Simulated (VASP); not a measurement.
# MgO2 (R-3m) in VASP: further runs

The runs below take MgO2 through single point, with r2SCAN.

Program: VASP 6.6.1. These are calculated values, not measurements. Logs are shortened: lines on timing, memory, paths and dates and some standing lists are left out, and cuts for length are marked.

## (1) The cell of the first run

It takes space group R-3m (No. 166, trigonal). The conventional cell has a = 3.049 Å, b = 3.049 Å, c = 10.744 Å, α = 90.00°, β = 90.00°, γ = 120.00°. Within 2.7 Å of Mg (site symmetry -3m) lie 6 O at 2.04 Å. Within 2.1 Å of O (site symmetry 3m) lie 1 O at 1.53 Å and 3 Mg at 2.04 Å.

## (2) Single point, r2SCAN (strain -0.050 along x and y, +0.025 along z)

POSCAR

```
MgO2
1.0
    1.5245229652      0.8801837444      3.5813283468
   -1.5245229652      0.8801837444      3.5813283468
    0.0000000000     -1.7603674887      3.5813283468
Mg O
1 2
Direct
    0.0000000000      0.0000000000      0.0000000000
    0.4287860000      0.4287860000      0.4287860000
    0.5712140000      0.5712140000      0.5712140000
```

INCAR.step1

```
PREC = Accurate
ENCUT = 920
ISMEAR = 0
SIGMA = 0.05
LREAL = F
LASPH = T
NELM = 120
NBANDS = 18
GGA = PE
ALGO = Normal
EDIFF = 1E-5
LWAVE = T
LCHARG = F
GGA_COMPAT = F
```

INCAR.step2

```
PREC = Accurate
ENCUT = 920
EDIFF = 1E-6
ISMEAR = 0
SIGMA = 0.05
LREAL = F
LASPH = T
NELM = 120
ALGO = Normal
ISIF = 2
LWAVE = F
LCHARG = F
METAGGA = R2SCAN
LMIXTAU = T
NBANDS = 18
ISTART = 1
GGA_COMPAT = F
```

KPOINTS

```
regular mesh
0
Gamma
  12 12 12
```

Potentials or basis: VASP PAW PBE potentials, release 64 (Mg_sv, O).

Launch:

```console
$ cat potpaw_PBE.64/Mg_sv/POTCAR potpaw_PBE.64/O/POTCAR > POTCAR
$ cp INCAR.step1 INCAR
$ mpirun -np 1 vasp_std > vasp.out
$ cp INCAR.step2 INCAR
$ mpirun -np 1 vasp_std > vasp.out
```

OUTCAR:

```text
PREC = Accurate
   ENCUT = 920
   EDIFF = 1E-6
   ISMEAR = 0
   LREAL = F
   LASPH = T
   NELM = 120
   ISIF = 2
   METAGGA = R2SCAN
   ISTART = 1

 ion  position               nearest neighbor table
   1  0.000  0.000  0.000-   3 2.04   3 2.04   2 2.04   2 2.04   3 2.04   2 2.04
   2  0.429  0.429  0.429-   3 1.53   1 2.04   1 2.04   1 2.04
   3  0.571  0.571  0.571-   2 1.53   1 2.04   1 2.04   1 2.04

  LATTYP: Found a trigonal (rhomboedric) cell.
 ALAT       =     3.9905897337
 COS(alpha) =     0.7081069358

  Lattice vectors:

 A1 = (   1.5245229652,   0.8801837444,   3.5813283468)
 A2 = (  -1.5245229652,   0.8801837444,   3.5813283468)
 A3 = (   0.0000000000,  -1.7603674887,   3.5813283468)

Analysis of symmetry for initial positions (statically):
=====================================================================
 Subroutine PRICEL returns:
 Original cell was already a primitive cell.

 Routine SETGRP: Setting up the symmetry group for a
 trigonal (rhombohedral) supercell.

 Subroutine GETGRP returns: Found 12 space group operations
 (whereof 12 operations were pure point group operations)
 out of a pool of 12 trial point group operations.

The static configuration has the point symmetry D_3d.

Analysis of symmetry for dynamics (positions and initial velocities):
=====================================================================
 Subroutine PRICEL returns:
 Original cell was already a primitive cell.

 Routine SETGRP: Setting up the symmetry group for a
 trigonal (rhombohedral) supercell.

 Subroutine GETGRP returns: Found 12 space group operations
 (whereof 12 operations were pure point group operations)
 out of a pool of 12 trial point group operations.

The dynamic configuration has the point symmetry D_3d.

 Subroutine INISYM returns: Found 12 space group operations
 (whereof 12 operations are pure point group operations),
 and found     1 'primitive' translations

----------------------------------------------------------------------------------------

                                     Primitive cell

  volume of cell :      28.8339

  direct lattice vectors                    reciprocal lattice vectors
     1.524522965  0.880183744  3.581328347     0.327971445  0.189354402  0.093075334
[... 83 lines left out ...]
   LNONCOLLINEAR =      F non collinear calculations
   LSORBIT =      F    spin-orbit coupling
   LASPH  =      T    aspherical Exc in radial PAW
   ENCUT  =  920.0 eV  67.62 Ry    8.22 a.u.   9.87  9.87  9.87*2*pi/ulx,y,z
   NELM   =    120;   NELMIN=  2; NELMDL=  0     # of ELM steps
   EDIFF  = 0.1E-05   stopping-criterion for ELM
   LREAL  =      F    real-space projection
   EDIFFG = 0.1E-04   stopping-criterion for IOM
   NSW    =      0    number of steps for IOM
   IBRION =     -1    ionic relax: 0-MD 1-quasi-New 2-CG
   NFREE  =      0    steps in history (QN), initial steepest desc. (CG)
   ISIF   =      2    stress and relaxation
   ISYM   =      2    0-nonsym 1-usesym 2-fastsym
   POTIM  = 0.5000    time-step for ionic-motion
   TEBEG  =    0.0;   TEEND  =   0.0 temperature during run
   PSTRESS=    0.0 pullay stress
   NELECT =      22.0000    total number of electrons
   NUPDOWN=      -1.0000    fix difference up-down
   EMIN   =  10.00;   EMAX   =-10.00  energy-range for DOS
   EFERMI =   0.00;   METHOD = LEGACY
   ISMEAR =     0;   SIGMA  =   0.05  broadening in eV -4-tet -1-fermi 0-gaus
   EFERMI_NEDOS =   21; number of points for ismear=-14 and -15
   IALGO  =     38    algorithm
   IMIX   =      4    mixing-type and parameters
     AMIX     =   0.40;   BMIX     =  1.00
     AMIX_MAG =   1.60;   BMIX_MAG =  1.00
  volume/ion in A,a.u.               =       9.61        64.86
  Fermi-wavevector in a.u.,A,eV,Ry     =   1.495942  2.826921 30.447705  2.237843
  Thomas-Fermi vector in A             =   2.608022
   LORBIT       =      0    0 simple, 1 ext, 2 COOP (PROOUT), +10 PAW based schemes
   METAGGA = R2SCAN    functional components
   LHFCALC =     F    Hartree Fock is set to
   AEXX    =    0.0000 exact exchange contribution
   IVDW    =     0    specifies the selected vdW correction
   LEPSILON=     F    determine dielectric tensor
   LRPA    =     F    only Hartree local field effects (RPA)
 non-spin polarized calculation
 Gauss-broadening in eV      SIGMA  =   0.05
  energy-cutoff  :      920.00
  volume of cell :       28.83
 maximum number of plane-waves:      1846
   NGX = 19   NGY = 19   NGZ = 19

 number of electron      22.0000000 magnetization

 Free energy of the ion-electron system (eV)
  ---------------------------------------------------
  ext. energy  EPLUGINS =         0.00000000
  ---------------------------------------------------
  free energy    TOTEN  =       -21.45141628 eV

  energy without entropy =      -21.45141628  energy(sigma->0) =      -21.45141628

 E-fermi :   2.5903     XC(G=0): -11.4791

 val. band max:        2.3762946695   @ k =   0.5000   0.5000   0.5000
 cond. band min:       4.5825799605   @ k =   0.5000   0.5000   0.5000
 fundamental gap:      2.2062852911
 Fermi energy:         2.5902751565

 k-point     1 :       0.0000    0.0000    0.0000
  band No.  band energies     occupation
      1     -73.3072      2.00000
      2     -38.4219      2.00000
      3     -38.4219      2.00000
      4     -38.4149      2.00000
      5     -19.6875      2.00000
      6     -13.4259      2.00000
[... 481 lines left out ...]
      5     -18.9398      2.00000
      6     -13.6754      2.00000
[... 10 lines left out ...]
     17      18.6506      0.00000
     18      22.4449      0.00000

 [... further k-points ...]

------------------------ aborting loop because EDIFF is reached ----------------------------------------

  FORCE on cell =-STRESS in cart. coord.  units (eV):
  Direction    XX          YY          ZZ          XY          YZ          ZX
  --------------------------------------------------------------------------------------
  -------------------------------------------------------------------------------------
  Total        2.1488734      2.1488734     -2.8859253      0.0000000     -0.0000000      0.0000000
  in kB      119.4039515    119.4039515   -160.3588625      0.0000000     -0.0000000      0.0000000
  external PRESSURE =      26.1496802 kB  Pullay stress =       0.0000000 kB

 VOLUME and BASIS-vectors are now :
 -----------------------------------------------------------------------------
  energy-cutoff  :      920.00
  volume of cell :       28.83
      direct lattice vectors                 reciprocal lattice vectors
     1.524522965  0.880183744  3.581328347     0.327971445  0.189354402  0.093075334
    -1.524522965  0.880183744  3.581328347    -0.327971445  0.189354402  0.093075334
     0.000000000 -1.760367489  3.581328347     0.000000000 -0.378708804  0.093075334

 POSITION                                       TOTAL-FORCE (eV/Angst)
 -----------------------------------------------------------------------------------
      0.00000      0.00000      0.00000        -0.000000      0.000000      0.000000
      0.00000      0.00000      4.60687         0.000000      0.000000      1.316558
      0.00000      0.00000      6.13711         0.000000     -0.000000     -1.316558
 -----------------------------------------------------------------------------------
    total drift:                                0.000000     -0.000000      0.000000

  FREE ENERGIE OF THE ION-ELECTRON SYSTEM (eV)
  ---------------------------------------------------
  free  energy   TOTEN  =       -21.4514162835 eV

  energy  without entropy=      -21.4514162835  energy(sigma->0) =      -21.45141628
```

OUTCAR.step1:

```text
PREC = Accurate
   ENCUT = 920
   ISMEAR = 0
   LREAL = F
[... 730 lines left out ...]
      0.00000      0.00000      0.00000         0.000000     -0.000000      0.000000
      0.00000      0.00000      4.60687        -0.000000      0.000000      1.237946
      0.00000      0.00000      6.13711        -0.000000     -0.000000     -1.237946
 -----------------------------------------------------------------------------------
    total drift:                                0.000000     -0.000000      0.000000

  FREE ENERGIE OF THE ION-ELECTRON SYSTEM (eV)
  ---------------------------------------------------
  free  energy   TOTEN  =       -16.1776826208 eV

  energy  without entropy=      -16.1776826208  energy(sigma->0) =      -16.17768262
```

It took 15 min on 1 thread of Intel Xeon Platinum 8259CL at 2.50GHz (Skylake/Cascade Lake), shared host; peak memory 0.39 GiB.

Results:

```
Free energy            : -21.4514 eV
Pressure               : 2.6 GPa
Largest force          : 1.317 eV/Å
Band gap on the k mesh : 2.21 eV
```

Forces in eV/Å, atoms in the order of the input:
```
Mg   0.000  0.000  0.000
O    0.000  0.000  1.317
O    0.000  0.000 -1.317
```

Caveat: the cell differs from its parent crystal (strain -0.050 along x and y, +0.025 along z); the stress differs along the axes, from -16 to 12 GPa; the PAW data sets were made with another functional, which shifts forces and pressure a little.

## (3) Single point, r2SCAN (strain -0.050 along x and y, -0.050 along z)

POSCAR

```
MgO2
1.0
    1.5245229652      0.8801837444      3.3192799312
   -1.5245229652      0.8801837444      3.3192799312
    0.0000000000     -1.7603674887      3.3192799312
Mg O
1 2
Direct
    0.0000000000      0.0000000000      0.0000000000
    0.4287860000      0.4287860000      0.4287860000
    0.5712140000      0.5712140000      0.5712140000
```

INCAR.step1

```
PREC = Accurate ; ENCUT = 920
ISMEAR = 0 ; SIGMA = 0.05
LREAL = False ; LASPH = True
NELM = 120 ; NBANDS = 18
GGA = PE ; ALGO = Normal
EDIFF = 1E-5 ; LWAVE = True
LCHARG = False ; GGA_COMPAT = False
```

INCAR.step2

```
PREC = Accurate ; ENCUT = 920
EDIFF = 1E-6 ; ISMEAR = 0
SIGMA = 0.05 ; LREAL = False
LASPH = True ; NELM = 120
ALGO = Normal ; ISIF = 2
LWAVE = False ; LCHARG = False
METAGGA = R2SCAN ; LMIXTAU = True
NBANDS = 18 ; ISTART = 1
GGA_COMPAT = False
```

KPOINTS

```
Automatic mesh
0
Gamma
  12 12 12
```

Potentials or basis: VASP PAW PBE potentials, release 64 (Mg_sv, O).

Launch:

```console
$ cat potpaw_PBE.64/Mg_sv/POTCAR potpaw_PBE.64/O/POTCAR > POTCAR
$ cp INCAR.step1 INCAR
$ mpirun -np 1 vasp_std > vasp.out
$ cp INCAR.step2 INCAR
$ mpirun -np 1 vasp_std > vasp.out
```

Run time: 13 min. Hardware: 1 thread of Intel Xeon Platinum 8488C (Sapphire Rapids), shared host; peak memory 0.38 GiB.

It converged, with:

* Free energy: -21.3590 eV
* Pressure: 22.2 GPa
* Largest force: 0.893 eV/Å
* Band gap on the k mesh: 3.97 eV

Forces in eV/Å, atoms in the order of the input:
```
Mg   0.000  0.000  0.000
O    0.000  0.000 -0.893
O    0.000  0.000  0.893
```

Stress tensor (GPa, compression positive):
```
16.45  0.00  0.00
 0.00 16.45  0.00
 0.00  0.00 33.84
```

Levels at points of the mesh, in eV from the valence-band top:
| k point | band 7 | band 8 | band 9 | band 10 | band 11 | band 12 | band 13 | band 14 | band 15 | band 16 |
| --- | --- | --- | --- | --- | --- | --- | --- | --- | --- | --- |
| (0.00, 0.00, 0.00) | -8.73 | -4.11 | -4.11 | -1.07 | -1.07 | 5.88 | 6.43 | 14.66 | 16.38 | 16.38 |
| (0.50, 0.00, 0.00) | -7.52 | -7.25 | -4.56 | -1.52 | -1.33 | 5.73 | 9.96 | 12.45 | 14.85 | 16.87 |
| (0.50, 0.50, 0.00) | -6.78 | -6.51 | -5.29 | -2.45 | -0.23 | 5.14 | 8.79 | 12.88 | 15.36 | 15.45 |
| (0.50, 0.50, 0.50) | -5.36 | -4.77 | -4.77 | 0.00 | 0.00 | 3.97 | 5.77 | 12.12 | 16.21 | 16.21 |

Caveat: the cell differs from its parent crystal (strain -0.050 along x and y, -0.050 along z); the stress differs along the axes, from 16 to 34 GPa; the PAW data sets were made with another functional, which shifts forces and pressure a little.

## (4) Single point, r2SCAN (strain -0.025 along x and y, -0.025 along z)

POSCAR

```
MgO2
1.0
    1.5646419906      0.9033464745      3.4066294030
   -1.5646419906      0.9033464745      3.4066294030
    0.0000000000     -1.8066929489      3.4066294030
Mg O
1 2
Direct
    0.0000000000      0.0000000000      0.0000000000
    0.4287860000      0.4287860000      0.4287860000
    0.5712140000      0.5712140000      0.5712140000
```

INCAR.step1

```
SYSTEM = MgO2
  PREC = Accurate
  ENCUT = 920
  ISMEAR = 0
  SIGMA = 0.05
  LREAL = .FALSE.
  LASPH = .TRUE.
  NELM = 120
  NBANDS = 18
  GGA = PE
  ALGO = Normal
  EDIFF = 1E-5
  LWAVE = .TRUE.
  LCHARG = .FALSE.
  GGA_COMPAT = .FALSE.
```

INCAR.step2

```
SYSTEM = MgO2
  PREC = Accurate
  ENCUT = 920
  EDIFF = 1E-6
  ISMEAR = 0
  SIGMA = 0.05
  LREAL = .FALSE.
  LASPH = .TRUE.
  NELM = 120
  ALGO = Normal
  ISIF = 2
  LWAVE = .FALSE.
  LCHARG = .FALSE.
  METAGGA = R2SCAN
  LMIXTAU = .TRUE.
  NBANDS = 18
  ISTART = 1
  GGA_COMPAT = .FALSE.
```

KPOINTS

```
Automatic mesh
0
G
  12 12 12
  0 0 0
```

Launch:

```console
$ cat potpaw_PBE.64/Mg_sv/POTCAR potpaw_PBE.64/O/POTCAR > POTCAR
$ cp INCAR.step1 INCAR
$ mpirun -np 1 vasp_std > vasp.out
$ cp INCAR.step2 INCAR
$ mpirun -np 1 vasp_std > vasp.out
```

It took 10 min on 1 thread of Intel Xeon Platinum 8488C (Sapphire Rapids), shared host; peak memory 0.39 GiB.

The run converged. Its results:

| Quantity | Value |
| --- | --- |
| Free energy | -21.5501 eV |
| Pressure | 6.5 GPa |
| Largest force | 0.386 eV/Å |
| Band gap on the k mesh | 3.42 eV |

Forces in eV/Å, atoms in the order of the input:
```
Mg   0.000  0.000  0.000
O    0.000  0.000 -0.386
O    0.000  0.000  0.386
```

Stress tensor (GPa, compression positive):
```
 4.14  0.00  0.00
 0.00  4.14  0.00
 0.00  0.00 11.35
```

Levels at points of the mesh, in eV from the valence-band top:
```tsv
k point	band 8	band 9	band 10	band 11	band 12	band 13	band 14	band 15
(0.00, 0.00, 0.00)	-3.74	-3.74	-0.94	-0.94	5.60	6.00	13.88	15.94
(0.50, 0.00, 0.00)	-6.64	-4.13	-1.38	-1.22	5.29	9.71	11.85	14.21
(0.50, 0.50, 0.00)	-5.94	-4.84	-2.27	-0.18	4.64	8.75	12.38	14.41
(0.50, 0.50, 0.50)	-4.34	-4.34	0.00	0.00	3.42	5.75	11.27	15.73
```

Caveat: the cell differs from its parent crystal (strain -0.025 along x and y, -0.025 along z); the stress differs along the axes, from 4 to 11 GPa; the PAW data sets were made with another functional, which shifts forces and pressure a little. A k mesh can miss the band edges.

## (5) Summary

```csv
cell,gap on the mesh (eV),pressure (GPa),largest force (eV/Å)
"a = 3.991 Å, angles 44.9°, 3 atoms",2.21,2.6,1.32
"a = 3.757 Å, angles 47.9°, 3 atoms",3.97,22.2,0.89
"a = 3.856 Å, angles 47.9°, 3 atoms",3.42,6.5,0.39
```

Alike in all rows: task single point; level r2SCAN; potentials or basis VASP PAW PBE potentials, release 64 (Mg_sv, O); no spin polarisation; k mesh 12 × 12 × 12; cutoff (eV) 920; smearing gaussian 0.05 eV.

Caveats: the PAW data sets were made with another functional, which shifts forces and pressure a little; the stress differs along the axes, from -16 to 12 GPa (at least some runs); the stress differs along the axes, from 16 to 34 GPa (at least some runs); the stress differs along the axes, from 4 to 11 GPa (at least some runs).

Total energies depend on the potentials used, so only differences within one code and one set of settings carry meaning.
